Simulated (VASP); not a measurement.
A run of VASP 6.6.1:

Contents of INCAR:

```
SYSTEM = MoWSe4
ALGO     = Normal         ! electronic algorithm
EDIFF    = 1E-6           ! SCF threshold, eV
ENCUT    = 520            ! plane-wave cutoff, eV
ISIF     = 2              ! what is computed and relaxed
ISMEAR   = 0              ! smearing method
ISPIN    = 2              ! spin polarisation
LASPH    = .True.         ! aspherical terms in the spheres
LCHARG   = .False.        ! write CHGCAR
LDAU     = .True.         ! DFT+U
LDAUJ    = 0 0 0        
LDAUL    = 2 -1 2         ! shell
LDAUPRINT= 1            
LDAUTYPE = 2            
LDAUU    = 4 0 4          ! U, eV
LMAXMIX  = 4              ! l up to which the mixer works
LORBIT   = 11             ! projections on sites
LREAL    = .False.        ! projectors in reciprocal space
LWAVE    = .False.        ! write WAVECAR
MAGMOM   = 3 0 0 0 0 1    ! initial moments
NBANDS   = 39             ! bands
NELM     = 150            ! most SCF steps
PREC     = Accurate       ! precision mode
SIGMA    = 0.05           ! smearing width, eV
```

File KPOINTS:

```
k-points
0
Gamma
  7 7 1
  0 0 0
```

File POSCAR:

```
MoWSe4
1.0
    2.8744087900     -1.6598472100      0.0000000000
    2.8744087900      1.6598472100      0.0000000000
   -0.0051069000      0.0000000000     22.7667873300
Mo Se W
1 4 1
Direct
    0.3326744100      0.3326744100      0.4512646900
    0.6660492200      0.6660492200      0.5238521500
    0.3340235000      0.3340235000      0.0776229500
    0.3340930400      0.3340930400      0.2236593100
    0.6659352700      0.6659352700      0.3785826000
    0.6674658200      0.6674658200      0.1506223000
```

Potentials or basis: VASP PAW LDA potentials, release 64 (Mo_sv, Se, W_sv).

Launch:

```sh
$ cat potpaw_LDA.64/Mo_sv/POTCAR potpaw_LDA.64/Se/POTCAR potpaw_LDA.64/W_sv/POTCAR > POTCAR
$ mpirun -np 1 vasp_std > vasp.out
```

Hardware: 1 thread of Intel(R) Xeon(R) Platinum 8488C (Sapphire Rapids), on a shared host.

Q: Estimate the wall time of this run.

A: It took 13 min on 1 thread of Intel(R) Xeon(R) Platinum 8488C (Sapphire Rapids), on a shared host, peak memory 0.44 GiB. Counts: scf iterations 26, k points 16.
